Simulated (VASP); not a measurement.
Sc3Hg, 4 atoms in the cell. Symmetry: Pm-3m, No. 221, cubic system. Conventional cell: a = 4.465 Å, b = 4.465 Å, c = 4.465 Å, α = 90.00°, β = 90.00°, γ = 90.00°. Within 4.2 Å of Sc (site symmetry 4/mmm) lie 8 Sc at 3.16 Å and 4 Hg at 3.16 Å. Hg (site symmetry m-3m) has 12 Sc at 3.16 Å within 4.2 Å. 

```yaml
Program: VASP 6.6.1
Task: single point
Functional: PBEsol
Dispersion: D3(BJ)
Potentials_or_basis: VASP PAW PBE potentials, release 64 (Sc_sv, Hg)
Cutoff: 520 eV
k_mesh: 5 × 5 × 5
Occupations: methfessel-paxton, width 0.1 eV
Spin: no spin polarisation
Dipole_correction: no
Further_INCAR_settings: ALGO = Normal; EDIFF = 1e-07; NBANDS = 30
```

Potentials or basis: VASP PAW PBE potentials, release 64 (Sc_sv, Hg).

The run is started by

```sh
$ cat potpaw_PBE.64/Sc_sv/POTCAR potpaw_PBE.64/Hg/POTCAR > POTCAR
$ mpirun -np 1 vasp_std > vasp.out
```

Hardware: 1 thread of Intel Xeon 6975P-C, on a shared host.

Question: Estimate the wall time of this run.

Answer: Run time: 27 s on 1 thread of Intel Xeon 6975P-C, on a shared host, peak memory 0.22 GiB. Counts: scf iterations 14, k points 10.
